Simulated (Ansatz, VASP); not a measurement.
# ZnS in VASP and in Ansatz

```xyz
2
Lattice="-0.0541 2.6776 2.6776 2.6776 -0.0541 2.6776 2.6776 2.6776 -0.0541" Properties=species:S:1:pos:R:3 pbc="T T T"
Zn    0.0000    0.0000    0.0000
S     3.9758    3.9758    3.9758
```

Change from the starting cell: equal xy, yz and zx shear strains of -2 %, PAW files.

Alike in both runs: task electric field gradients; functional PBEsol; k mesh 8 × 8 × 8; occupations fermi-dirac, width 0.01 eV; no spin polarisation.

|  | VASP | Ansatz |
| --- | --- | --- |
| version | VASP 6.6.1 | Ansatz 0.2.0 |
| potentials or method | VASP PAW PBE potentials, release 64 (Zn, S) | PAW with Ansatz's default frozen-core files, scalar-relativistic |
| plane-wave cutoff (eV) | 520 | 420 |
| valence electrons in the cell | 18 | 18 |

VASP gave:

* gap on the k mesh at the Fermi level (eV): 1.89
* pressure (GPa): -1.9
* traceless stress, the component that is largest in VASP (GPa): 1.39
* rms of the force components (eV/Å): 0.117
* size of Vzz on the site where it differs most (V/Å²): 12.8

Task: Estimate Ansatz's values.

Result: gap on the k mesh at the Fermi level (eV): 1.89; pressure (GPa): -2.0; traceless stress, the component that is largest in VASP (GPa): 1.39; rms of the force components (eV/Å): 0.116; size of Vzz on the site where it differs most (V/Å²): 11.7.

VASP's potentials were made for PBE, not for PBEsol. Atom by atom the forces differ by 0.001 eV/Å (rms over components). The functional is the same, so the differences come from potentials, cutoffs and numerics.
